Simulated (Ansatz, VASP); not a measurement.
One calculation of CaIr2S4, two programs

```
CELL_PARAMETERS angstrom
-3.86674 3.86674 2.64150
3.86674 -3.86674 2.64150
3.86674 3.86674 -2.64150
ATOMIC_POSITIONS crystal
Ca 0.00000 0.00000 0.00000
Ir 0.75000 0.25000 0.50000
Ir 0.25000 0.75000 0.50000
S 0.24400 0.50000 0.74400
S 0.50000 0.24400 0.74400
S 0.50000 0.75600 0.25600
S 0.75600 0.50000 0.25600
```

Change from the starting cell: species swapped into the BaP4Pd2 type (I4/mmm, No. 139).

Alike in both runs: functional PBE; k mesh 3 × 3 × 3; occupations gaussian, width 0.15 eV; collinear spin.

Ansatz relaxed the structure, and its values are those at the end. VASP's run is a single point on that final structure, the one shown.

```csv
,VASP,Ansatz
version,VASP 6.6.1,Ansatz 0.2.0
potentials or method,"VASP PAW PBE potentials, release 64 (Ca_sv, Ir, S), cutoff 520 eV","scalar-relativistic, plane waves, PAW"
valence electrons in the cell,52,68
```

|  | VASP | Ansatz | Ansatz less VASP |
| --- | --- | --- | --- |
| gap on the k mesh at the Fermi level (eV) | none | none | - |
| pressure (GPa) | 0.5 | 0.4 | -0.15 |
| rms of the force components (eV/Å) | 0.010 | 0.022 | +0.0128 |
| net moment per atom (μB) | 0.00 | 0.00 | 0.000 |

A gap of «none» marks a metal or a gap that the smearing closes. VASP's potentials hold 52 valence electrons a cell and Ansatz's 68, so a difference there can come from the potentials and not from the codes. Ansatz's warnings: seeded moment not kept.

The k mesh is coarse, so the values compare programs but aren't converged. Neither program's run includes spin-orbit coupling.
